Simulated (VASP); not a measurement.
# MoS2 (P6_3/mmc) in VASP: a series of runs, part 2 of 2

VASP 6.6.1. Earlier steps stand in the parts before.

## 4. Relaxation of cell and atoms, LDA, target pressure 15 GPa, at which the enthalpy is minimised

This run uses another cell than the first one, of 16.99 Å³/atom.

Contents of INCAR:

```
PREC = Accurate
ENCUT = 600
EDIFF = 1E-6
ISMEAR = 0
SIGMA = 0.01
LREAL = False
LASPH = True
NELM = 100
ALGO = Normal
ISIF = 3
LWAVE = False
LCHARG = False
GGA = CA
IBRION = 2
NSW = 100
EDIFFG = -0.002
PSTRESS = 150.0
```

Contents of KPOINTS:

```
regular mesh
0
Gamma
  6 6 2
```

Contents of POSCAR:

```
MoS2
1.0
    3.1221685093      0.0000000000      0.0000000000
   -1.5610842547      2.7038772440      0.0000000000
    0.0000000000      0.0000000000     12.0760599498
Mo S
2 4
Direct
    0.3333333333      0.6666666667      0.2500000000
    0.6666666667      0.3333333333      0.7500000000
    0.3333333333      0.6666666667      0.6212940462
    0.6666666667      0.3333333333      0.1212940462
    0.3333333333      0.6666666667      0.8787059538
    0.6666666667      0.3333333333      0.3787059538
```

Potentials or basis: VASP PAW LDA potentials, release 64 (Mo_sv, S).

Command:

```sh
$ cat potpaw_LDA.64/Mo_sv/POTCAR potpaw_LDA.64/S/POTCAR > POTCAR
$ mpirun -np 1 vasp_std > vasp.out
```

OUTCAR:

```text
PREC = Accurate
   ENCUT = 600
   EDIFF = 1E-6
   ISMEAR = 0
   LREAL = False
   LASPH = True
   NELM = 100
   ISIF = 3
   GGA = CA
   IBRION = 2
   NSW = 100
   EDIFFG = -0.002
   PSTRESS = 150.0

 ion  position               nearest neighbor table
   1  0.333  0.667  0.250-   4 2.38   6 2.38   4 2.38   6 2.38   4 2.38   6 2.38
   2  0.667  0.333  0.750-   3 2.38   5 2.38   3 2.38   5 2.38   3 2.38   5 2.38
   3  0.333  0.667  0.621-   2 2.38   2 2.38   2 2.38
   4  0.667  0.333  0.121-   1 2.38   1 2.38   1 2.38
   5  0.333  0.667  0.879-   2 2.38   2 2.38   2 2.38
   6  0.667  0.333  0.379-   1 2.38   1 2.38   1 2.38

  LATTYP: Found a hexagonal cell.
 ALAT       =     3.1221685093
 C/A-ratio  =     3.8678437483

  Lattice vectors:

 A1 = (   3.1221685093,   0.0000000000,   0.0000000000)
 A2 = (  -1.5610842547,   2.7038772440,   0.0000000000)
 A3 = (   0.0000000000,   0.0000000000,  12.0760599498)

Analysis of symmetry for initial positions (statically):
=====================================================================
 Subroutine PRICEL returns:
 Original cell was already a primitive cell.

 Routine SETGRP: Setting up the symmetry group for a
 hexagonal supercell.

 Subroutine GETGRP returns: Found 24 space group operations
 (whereof 12 operations were pure point group operations)
 out of a pool of 24 trial point group operations.

The static configuration has the point symmetry D_3d.
 The point group associated with its full space group is D_6h.

Analysis of symmetry for dynamics (positions and initial velocities):
=====================================================================
 Subroutine PRICEL returns:
 Original cell was already a primitive cell.

 Routine SETGRP: Setting up the symmetry group for a
 hexagonal supercell.

 Subroutine GETGRP returns: Found 24 space group operations
 (whereof 12 operations were pure point group operations)
 out of a pool of 24 trial point group operations.

The dynamic configuration has the point symmetry D_3d.
 The point group associated with its full space group is D_6h.

 Subroutine INISYM returns: Found 24 space group operations
 (whereof 12 operations are pure point group operations),
 and found     1 'primitive' translations

----------------------------------------------------------------------------------------

                                     Primitive cell

  volume of cell :     101.9456

  direct lattice vectors                    reciprocal lattice vectors
     3.122168509  0.000000000  0.000000000     0.320290208  0.184919638  0.000000000
    -1.561084255  2.703877244  0.000000000     0.000000000  0.369839275  0.000000000
     0.000000000  0.000000000 12.076059950     0.000000000  0.000000000  0.082808466

  length of vectors
     3.122168509  3.122168509 12.076059950     0.369839275  0.369839275  0.082808466

  position of ions in fractional coordinates (direct lattice)
     0.333333333  0.666666667  0.250000000
     0.666666667  0.333333333  0.750000000
     0.333333333  0.666666667  0.621294046
     0.666666667  0.333333333  0.121294046
     0.333333333  0.666666667  0.878705954
     0.666666667  0.333333333  0.378705954

  ion indices of the primitive-cell ions
   primitive index   ion index
[... 49 lines left out ...]
   k-points           NKPTS =     14   k-points in BZ     NKDIM =     14   number of bands    NBANDS=     31
   number of dos      NEDOS =    301   number of ions     NIONS =      6
   total plane-waves  NPLWV =  75264
   dimension x,y,z NGX =    28 NGY =   28 NGZ =   96
   dimension x,y,z NGXF=    56 NGYF=   56 NGZF=  192
   ions per type =               2   4
   NGX,Y,Z   is equivalent  to a cutoff of  14.91, 14.91, 13.22 a.u.
   NGXF,Y,Z  is equivalent  to a cutoff of  29.82, 29.82, 26.43 a.u.
 SYSTEM =  unknown system
   PREC   = accura    normal or accurate (medium, high low for compatibility)
   ISTART =      0    job   : 0-new  1-cont  2-samecut
   ICHARG =      2    charge: 1-file 2-atom 10-const
   ISPIN  =      1    spin polarized calculation?
   LNONCOLLINEAR =      F non collinear calculations
   LSORBIT =      F    spin-orbit coupling
   LASPH  =      T    aspherical Exc in radial PAW
   ENCUT  =  600.0 eV  44.10 Ry    6.64 a.u.   6.24  6.24 24.12*2*pi/ulx,y,z
   NELM   =    100;   NELMIN=  2; NELMDL= -5     # of ELM steps
   EDIFF  = 0.1E-05   stopping-criterion for ELM
   LREAL  =      F    real-space projection
   EDIFFG = -.2E-02   stopping-criterion for IOM
   NSW    =    100    number of steps for IOM
   IBRION =      2    ionic relax: 0-MD 1-quasi-New 2-CG
   NFREE  =      1    steps in history (QN), initial steepest desc. (CG)
   ISIF   =      3    stress and relaxation
   ISYM   =      2    0-nonsym 1-usesym 2-fastsym
   POTIM  = 0.5000    time-step for ionic-motion
   TEBEG  =    0.0;   TEEND  =   0.0 temperature during run
   PSTRESS=  150.0 pullay stress
   NELECT =      52.0000    total number of electrons
   NUPDOWN=      -1.0000    fix difference up-down
   EMIN   =  10.00;   EMAX   =-10.00  energy-range for DOS
   EFERMI =   0.00;   METHOD = LEGACY
   ISMEAR =     0;   SIGMA  =   0.01  broadening in eV -4-tet -1-fermi 0-gaus
   EFERMI_NEDOS =   21; number of points for ismear=-14 and -15
   IALGO  =     38    algorithm
   IMIX   =      4    mixing-type and parameters
     AMIX     =   0.40;   BMIX     =  1.00
     AMIX_MAG =   1.60;   BMIX_MAG =  1.00
  volume/ion in A,a.u.               =      16.99       114.66
  Fermi-wavevector in a.u.,A,eV,Ry     =   1.308036  2.471830 23.279006  1.710959
  Thomas-Fermi vector in A             =   2.438730
   LORBIT       =      0    0 simple, 1 ext, 2 COOP (PROOUT), +10 PAW based schemes
   GGA     = CA    functional components
   LHFCALC =     F    Hartree Fock is set to
   AEXX    =    0.0000 exact exchange contribution
   IVDW    =     0    specifies the selected vdW correction
   LEPSILON=     F    determine dielectric tensor
   LRPA    =     F    only Hartree local field effects (RPA)
 conjugate gradient relaxation of ions
 non-spin polarized calculation
 Gauss-broadening in eV      SIGMA  =   0.01
  energy-cutoff  :      600.00
  volume of cell :      101.95
 maximum number of plane-waves:      3432
 NGX is ok and might be reduce to    28
   NGX = 13   NGY = 13   NGZ = 49

--------------------------------------- Ionic step        1  -------------------------------------------

 number of electron      52.0000002 magnetization

 Free energy of the ion-electron system (eV)
  ---------------------------------------------------
  ext. energy  EPLUGINS =         0.00000000
  ---------------------------------------------------
  free energy    TOTEN  =       -48.95969265 eV

  energy without entropy =      -48.95969265  energy(sigma->0) =      -48.95969265

------------------------ aborting loop because EDIFF is reached ----------------------------------------

  FORCE on cell =-STRESS in cart. coord.  units (eV):
  Direction    XX          YY          ZZ          XY          YZ          ZX
  --------------------------------------------------------------------------------------
  -------------------------------------------------------------------------------------
  Total        0.0963883      0.0963883      0.0571959     -0.0000000      0.0000000      0.0000000
  in kB        1.5148386      1.5148386      0.8988912     -0.0000000      0.0000000      0.0000000
  external PRESSURE =    -148.6904772 kB  Pullay stress =     150.0000000 kB
[... 109 lines left out ...]
  energy  without entropy=      -48.6690889629  energy(sigma->0) =      -48.66908896

  enthalpy is  TOTEN    =       -39.7794992137 eV   P V=        8.8895897493

 E-fermi :   9.6649     XC(G=0): -11.9816

 val. band max:        9.5892290377   @ k =   0.0000   0.0000   0.0000
 cond. band min:      10.1528531389   @ k =   0.1667   0.1667   0.0000
 fundamental gap:      0.5636241012
 Fermi energy:         9.6648842948

 k-point     1 :       0.0000    0.0000    0.0000
  band No.  band energies     occupation
      1     -51.4652      2.00000
      2     -51.4652      2.00000
      3     -25.9721      2.00000
      4     -25.9718      2.00000
      5     -25.4885      2.00000
      6     -25.4885      2.00000
[... 465 lines left out ...]
     30      11.5805      0.00000
     31      12.8425      0.00000

[... ionic steps 4 to 20 ...]

--------------------------------------- Ionic step       21  -------------------------------------------

 number of electron      51.9999997 magnetization

------------------------ aborting loop because EDIFF is reached ----------------------------------------
[... 79 lines left out ...]
--------------------------------------- Ionic step       23  -------------------------------------------

 number of electron      51.9999997 magnetization

 Free energy of the ion-electron system (eV)
  ---------------------------------------------------
  ext. energy  EPLUGINS =         0.00000000
  ---------------------------------------------------
  free energy    TOTEN  =       -48.43275999 eV

  energy without entropy =      -48.43275980  energy(sigma->0) =      -48.43275989

 E-fermi :  10.7107     XC(G=0): -12.2665

 val. band max:       10.6845709033   @ k =   0.0000   0.0000   0.0000
 cond. band min:      10.7398128812   @ k =   0.1667   0.1667   0.0000
 fundamental gap:      0.0552419780
 Fermi energy:        10.7106604109

 k-point     1 :       0.0000    0.0000    0.0000
  band No.  band energies     occupation
      1     -50.8034      2.00000
      2     -50.8034      2.00000
      3     -25.2810      2.00000
      4     -25.2801      2.00000
      5     -24.8484      2.00000
      6     -24.8484      2.00000
[... 502 lines left out ...]
  energy  without entropy=      -48.4327598028  energy(sigma->0) =      -48.43275989

  enthalpy is  TOTEN    =       -40.2301848248 eV   P V=        8.2025751606

 reached required accuracy - stopping structural energy minimisation
```

OSZICAR:

```text
N       E                     dE             d eps       ncg     rms          rms(c)
DAV:   1     0.519788545544E+03    0.51979E+03   -0.31882E+04   956   0.180E+03
DAV:   2    -0.179502851985E+02   -0.53774E+03   -0.52578E+03   997   0.442E+02
DAV:   3    -0.510761573335E+02   -0.33126E+02   -0.32900E+02  1134   0.930E+01
DAV:   4    -0.517913047415E+02   -0.71515E+00   -0.71314E+00  1023   0.135E+01
[... 185 lines left out ...]
DAV:   2    -0.484325706097E+02    0.21903E-05   -0.13249E-05   997   0.268E-02    0.698E-03
DAV:   3    -0.484325701529E+02    0.45676E-06   -0.20530E-06   582   0.704E-03
  22 F= -.40230185E+02 E0= -.40230185E+02  d E =-.464401E-06
       N       E                     dE             d eps       ncg     rms          rms(c)
DAV:   1    -0.484327602619E+02   -0.18965E-03   -0.46466E-06   722   0.186E-02    0.513E-03
DAV:   2    -0.484327599853E+02    0.27653E-06   -0.13217E-06   511   0.958E-03
  23 F= -.40230185E+02 E0= -.40230185E+02  d E =-.314778E-06
```

CONTCAR:

```text
MoS2
   1.00000000000000
     3.0243520673540689   -0.0000000000414789    0.0000000000000000
    -1.5121760337613899    2.6191657204586094    0.0000000000000000
     0.0000000000000000   -0.0000000000000000   11.0604861801504466
  Mo              S
     2     4
Direct
     0.3333333332999970    0.6666666667000030    0.2500000000000000
     0.6666666667000030    0.3333333332999970    0.7500000000000000
     0.3333333332999970    0.6666666667000030    0.6084862575436966
     0.6666666667000030    0.3333333332999970    0.1084862575436965
     0.3333333332999970    0.6666666667000030    0.8915137424563034
     0.6666666667000030    0.3333333332999970    0.3915137424563035

  0.00000000E+00  0.00000000E+00  0.00000000E+00
  0.00000000E+00  0.00000000E+00  0.00000000E+00
  0.00000000E+00  0.00000000E+00  0.00000000E+00
  0.00000000E+00  0.00000000E+00  0.00000000E+00
  0.00000000E+00  0.00000000E+00  0.00000000E+00
  0.00000000E+00  0.00000000E+00  0.00000000E+00
```

Run time: 7.2 min. Hardware: 1 thread of AMD EPYC 7R13 (Zen 3), shared host; peak memory 0.21 GiB.

Results:

```yaml
Free_energy: -48.4328 eV
Relaxed_volume: 14.60 Å³/atom
Relaxed_cell: a = 3.024 Å, b = 3.024 Å, c = 11.060 Å, α = 90.00°, β = 90.00°, γ = 120.00°
Space_group_after_relaxing_to_0.1_Å: P6_3/mmc (No. 194)
Energy_change_on_relaxing_the_run_minimises_the_enthalpy: +87.8 meV/atom
Ionic_steps: 23
Pressure_after_relaxing: 15.0 GPa
Band_gap_on_the_k_mesh: 0.06 eV (least direct gap 1.39 eV)
```

The path:
```
step  energy change (eV)  largest force (eV/Å)  pressure (GPa)  volume (Å³)
   1              0.0000                0.0168            0.13       101.95
   2              3.6193                5.5647           66.11        80.41
   3              0.2906                1.3438           14.05        94.95
   4              0.3213                1.4175           14.86        94.61
   5              0.3954                0.6306           15.06        91.29
   6              0.5541                0.1321           15.57        89.18
   7              0.5585                0.0993           15.25        87.41
   8              0.5894                0.1716           15.34        87.01
   9              0.5301                0.1031           15.58        87.59
  10              0.5418                0.0404           15.52        87.46
  11              0.4834                0.0790           13.72        88.10
  12              0.5232                0.0034           14.97        87.65
  13              0.5240                0.0110           14.98        87.64
  14              0.5242                0.0125           14.99        87.64
  15              0.5241                0.0122           14.98        87.64
  16              0.5240                0.0116           15.00        87.64
  17              0.5240                0.0113           14.99        87.64
  18              0.5256                0.0035           14.98        87.63
  19              0.5267                0.0016           14.97        87.62
  20              0.5299                0.0042           15.06        87.58
  21              0.5277                0.0005           15.04        87.60
  22              0.5271                0.0005           15.02        87.61
  23              0.5269                0.0010           14.99        87.61
```

Final structure:
```
Mo S
1.0
     3.02435    0.00000    0.00000
    -1.51218    2.61917    0.00000
     0.00000    0.00000   11.06049
Mo S
2 4
Direct
  0.33333 0.66667 0.25000
  0.66667 0.33333 0.75000
  0.33333 0.66667 0.60849
  0.66667 0.33333 0.10849
  0.33333 0.66667 0.89151
  0.66667 0.33333 0.39151
```

Caveat: the cell is relaxed towards a set pressure, so the run minimises the enthalpy, not the energy. Zero-point motion and thermal expansion aren't in these numbers.

## 5. Single point, LDA

This run uses another cell than the first one, of 16.99 Å³/atom.

Contents of INCAR:

```
PREC = Accurate
ENCUT = 520
EDIFF = 1E-7
ISMEAR = -1
SIGMA = 0.08
LREAL = F
LASPH = T
NELM = 100
ALGO = Normal
ISIF = 2
LWAVE = F
LCHARG = F
NBANDS = 35
```

Contents of KPOINTS:

```
regular mesh
0
Gamma
  10 10 4
```

POSCAR is that of step 4.

Command:

```sh
$ cat potpaw_LDA.64/Mo_sv/POTCAR potpaw_LDA.64/S/POTCAR > POTCAR
$ mpirun -np 1 vasp_std > vasp.out
```

Run time: 99 s. Hardware: 1 thread of AMD EPYC 7R13 (Zen 3), shared host; peak memory 0.22 GiB.

Results (log left out):

```yaml
Free_energy: -48.9584 eV
Pressure: 0.1 GPa
Largest_force: 0.014 eV/Å
Band_gap_on_the_k_mesh: 0.77 eV (least direct gap 1.98 eV)
```

Forces on the atoms (eV/Å):
```
Mo   0.000  0.000  0.000
Mo   0.000  0.000  0.000
S    0.000  0.000 -0.014
S    0.000  0.000 -0.014
S    0.000  0.000  0.014
S    0.000  0.000  0.014
```

Levels at points of the mesh, in eV from the valence-band top:
```tsv
k point	band 23	band 24	band 25	band 26	band 27	band 28	band 29	band 30
(0.00, 0.00, 0.00)	-2.20	-1.40	-1.14	0.00	2.14	2.14	2.17	2.17
(0.50, 0.00, 0.00)	-1.76	-1.53	-1.51	-1.39	1.67	1.72	2.02	2.37
(0.00, 0.00, 0.50)	-2.23	-2.23	-0.29	-0.29	2.15	2.15	2.15	2.15
(0.50, 0.00, 0.50)	-1.64	-1.64	-1.45	-1.45	1.69	1.69	2.21	2.21
```

A k mesh can miss the band edges.

## 6. Summary

```tsv
task	cell	k mesh	cutoff (eV)	smearing	gap on the mesh (eV)	pressure (GPa)	largest force (eV/Å)
single point	a = 3.023, b = 3.023, c = 11.056 Å, angles 90.0, 90.0, 120.0°, 6 atoms, atomic positions A	6 × 6 × 2	520	gaussian 0.01 eV	0.05	15.2	0.01
single point	a = 3.122, b = 3.122, c = 12.076 Å, angles 90.0, 90.0, 120.0°, 6 atoms, atomic positions B	6 × 6 × 2	520	gaussian 0.01 eV	0.74	0.1	0.02
relaxation of cell and atoms	relaxed to 15 GPa from a = 3.122, b = 3.122, c = 12.076 Å, angles 90.0, 90.0, 120.0°, 6 atoms, atomic positions B	6 × 6 × 2	600	gaussian 0.01 eV	0.06	15.0	-
single point	a = 3.122, b = 3.122, c = 12.076 Å, angles 90.0, 90.0, 120.0°, 6 atoms, atomic positions B	10 × 10 × 4	520	fermi-dirac 0.08 eV	0.77	0.1	0.01
```

Alike in all rows: level LDA; potentials or basis VASP PAW LDA potentials, release 64 (Mo_sv, S); no spin polarisation.

Caveats: the cell stands under pressure (at least some runs); the cell is relaxed towards a set pressure, so the run minimises the enthalpy, not the energy (at least some runs).

Absolute energies hang on the potentials; compare differences alone.

## 7. Against experiment

Step 3. A measured gap of MoS2 is 1.3 eV (indirect; 300 K; “Multiwavelength excitation Raman Scattering Analysis of bulk and 2 dimensional MoS2: Vibrational properties of atomically thin MoS2 layers”, 2015, arxiv:1506.03228); the calculated 0.74 eV misses it by -0.56 eV. Spin-orbit coupling on Mo is left out. The value is that of LDA on a finite k mesh, which can miss the band edges, without temperature or zero-point motion. Semilocal functionals fall short of measured gaps as a rule.
